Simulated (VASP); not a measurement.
Input of a VASP 6.6.1 run:

INCAR

```
SYSTEM = Bi
ALGO = Fast ; EDIFF = 1E-6
EDIFFG = -0.01 ; ENCUT = 600
GGA = PE ; IBRION = 2
ISIF = 3 ; ISMEAR = 0
LASPH = .True. ; LCHARG = .False.
LREAL = .False. ; LWAVE = .False.
NELM = 80 ; NSW = 100
PREC = Accurate ; SIGMA = 0.1
```

File KPOINTS:

```
k-points
0
Gamma
  18 18 16
  0 0 0
```

Contents of POSCAR:

```
Bi
1.0
    3.2376151362      0.0000000000      0.0000000000
    0.0000000000      3.2376151362      0.0000000000
    0.0000000000      0.0000000000      3.3635850572
Bi
1
Direct
    0.0000000000      0.0000000000      0.5000000000
```

Potentials or basis: VASP PAW PBE potentials, release 64 (Bi_d).

Run with:

```console
$ cat potpaw_PBE.64/Bi_d/POTCAR > POTCAR
$ mpirun -np 1 vasp_std > vasp.out
```

Predict the relaxed cell.

a = 3.272 Å, b = 3.272 Å, c = 3.286 Å, α = 90.00°, β = 90.00°, γ = 90.00°.

What does it give for the space group after relaxing (to 0.1 Å)?

Pm-3m (No. 221).

Final structure:
```
Bi
1.0
     3.27192    0.00000    0.00000
     0.00000    3.27192    0.00000
     0.00000    0.00000    3.28550
Bi
1
Direct
  0.00000 0.00000 0.50000
```
